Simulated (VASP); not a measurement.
Ti4C, 5 atoms in the cell. The cell holds a slab with vacuum, 5 atoms: a = 2.864 Å, b = 2.864 Å, c = 22.241 Å, α = 90.00°, β = 90.00°, γ = 120.00°. 

| Quantity | Value |
| --- | --- |
| Program | VASP 6.6.1 |
| Task | relaxation of the atoms |
| Functional | LDA |
| Potentials or basis | VASP PAW LDA potentials, release 64 (Ti_sv, C) |
| Cutoff | 520 eV |
| k mesh | 9 × 9 × 1 |
| Occupations | gaussian, width 0.1 eV |
| Spin | no spin polarisation |
| Dipole correction | yes |
| Atoms held fixed (from 0) | [0, 1, 2] |
| Further INCAR settings | ALGO = Normal; EDIFF = 1e-07; NELMDL = -8; IBRION = 2; EDIFFG = -0.025; NSW = 50 |
| Atoms held along some axes (from 0) | atom 4 along a and b |

Potentials or basis: VASP PAW LDA potentials, release 64 (Ti_sv, C).

The run is started by

```console
$ cat potpaw_LDA.64/Ti_sv/POTCAR potpaw_LDA.64/C/POTCAR > POTCAR
$ mpirun -np 1 vasp_std > vasp.out
```

Hardware: 1 thread of AMD EPYC 7R13 Processor (Zen 3), with other jobs on the host.

Question: How long does it take, and how much memory?

Answer: Run time: 18 min on 1 thread of AMD EPYC 7R13 Processor (Zen 3), with other jobs on the host, peak memory 0.23 GiB. Counts: scf iterations 244, k points 12, ion steps 11.
